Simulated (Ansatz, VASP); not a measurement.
## WSe2: VASP beside Ansatz

```
CELL_PARAMETERS angstrom
3.35420 0.00000 0.00000
-1.67710 2.90482 0.00000
0.00000 0.00000 15.19426
ATOMIC_POSITIONS crystal
W 0.66667 0.33333 0.75000
W 0.33333 0.66667 0.25000
Se 0.33333 0.66667 0.85965
Se 0.66667 0.33333 0.35965
Se 0.33333 0.66667 0.64035
Se 0.66667 0.33333 0.14035
```

Alike in both runs: task single point; functional PBE; k mesh 12 × 12 × 2; occupations gaussian, width 0.02 eV; no spin polarisation.

|  | VASP | Ansatz |
| --- | --- | --- |
| version | VASP 6.6.1 | Ansatz 0.2.0 |
| potentials or method | VASP PAW PBE potentials, release 64 (W_sv, Se), cutoff 520 eV | scalar-relativistic, plane waves, PAW |
| valence electrons in the cell | 52 | 92 |

VASP gave:

```
gap on the k mesh at the Fermi level (eV)                     : 1.40
least direct gap on the mesh (eV)                             : 1.41
pressure (GPa)                                                : -1.0
traceless stress, the component that is largest in VASP (GPa) : 1.26
rms of the force components (eV/Å)                            : 0.020
```

What did Ansatz give for the same quantities?

gap on the k mesh at the Fermi level (eV): 1.40; least direct gap on the mesh (eV): 1.41; pressure (GPa): -1.2; traceless stress, the component that is largest in VASP (GPa): 1.20; rms of the force components (eV/Å): 0.000.

Atom by atom the forces differ by 0.020 eV/Å (rms over components). With one functional, cell and mesh, what is left measures potentials, basis and numerics. VASP's potentials hold 52 valence electrons a cell and Ansatz's 92, so a difference there can come from the potentials and not from the codes.

Spin-orbit coupling is off throughout.
